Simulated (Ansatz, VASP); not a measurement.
**One calculation of Ru, two programs**

```
Ru
1.0
     2.76150    0.00000    0.00000
    -1.38075    2.39153    0.00000
     0.00000    0.00000    4.25238
Ru
2
Direct
  0.31331 0.62661 0.25000
  0.68669 0.37339 0.75000
```

Change from the starting cell: mode 5 frozen in at -0.093 Å, equal normal strain along x and y +0.0267.

Alike in both runs: task single point; functional PBEsol; k mesh 18 × 18 × 10; occupations gaussian, width 0.15 eV; no spin polarisation.

|  | VASP | Ansatz |
| --- | --- | --- |
| version | VASP 6.6.1 | Ansatz 0.2.0 |
| potentials or method | VASP PAW PBE potentials, release 64 (Ru_pv), cutoff 520 eV | scalar-relativistic, plane waves, PAW |
| valence electrons in the cell | 28 | 32 |

Ansatz gave:

```
gap on the k mesh at the Fermi level (eV)                     : none
pressure (GPa)                                                : -13.9
traceless stress, the component that is largest in VASP (GPa) : 8.08
rms of the force components (eV/Å)                            : 0.788
```

What did VASP give for the same quantities?

gap on the k mesh at the Fermi level (eV): none; pressure (GPa): -14.0; traceless stress, the component that is largest in VASP (GPa): 8.06; rms of the force components (eV/Å): 0.786.

VASP's potentials were made for PBE, not for PBEsol, and Ansatz warns of the same on its side. Atom by atom the forces differ by 0.002 eV/Å (rms over components). A gap of «none» marks a metal or a gap that the smearing closes. With one functional, cell and mesh, what is left measures potentials, basis and numerics. VASP's potentials hold 28 valence electrons a cell and Ansatz's 32, so a difference there can come from the potentials and not from the codes.
